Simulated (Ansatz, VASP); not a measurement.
## Two plane-wave programs on SiO2

```
CELL_PARAMETERS angstrom
-2.41141 2.41141 3.56495
2.41141 -2.41141 3.56495
2.41141 2.41141 -3.56495
ATOMIC_POSITIONS crystal
Si 0.00000 0.00000 0.00000
Si 0.75000 0.25000 0.50000
O 0.97317 0.62500 0.84817
O 0.37500 0.22317 0.34817
O 0.77683 0.12500 0.15183
O 0.87500 0.02683 0.65183
```

Change from the starting cell: strain -0.025 along x and y, -0.025 along z, atoms carried along.

Alike in both runs: task single point; functional r2SCAN; k mesh 6 × 6 × 6; occupations gaussian, width 0.05 eV; no spin polarisation.

|  | VASP | Ansatz |
| --- | --- | --- |
| version | VASP 6.6.1 | Ansatz 0.2.0 |
| potentials or method | VASP PAW PBE potentials, release 64 (Si, O), cutoff 520 eV | scalar-relativistic, plane waves, PAW |
| valence electrons in the cell | 32 | 32 |

VASP gave:

```
gap on the k mesh at the Fermi level (eV)                     : 6.90
least direct gap on the mesh (eV)                             : 6.90
pressure (GPa)                                                : 15.2
traceless stress, the component that is largest in VASP (GPa) : -0.10
rms of the force components (eV/Å)                            : 0.458
```

**Question.** What did Ansatz give for the same quantities?

**Answer.** gap on the k mesh at the Fermi level (eV): 6.90; least direct gap on the mesh (eV): 6.90; pressure (GPa): 14.9; traceless stress, the component that is largest in VASP (GPa): -0.13; rms of the force components (eV/Å): 0.458.

VASP's potentials were made for PBE, not for r2SCAN. Atom by atom the forces differ by 0.000 eV/Å (rms over components).
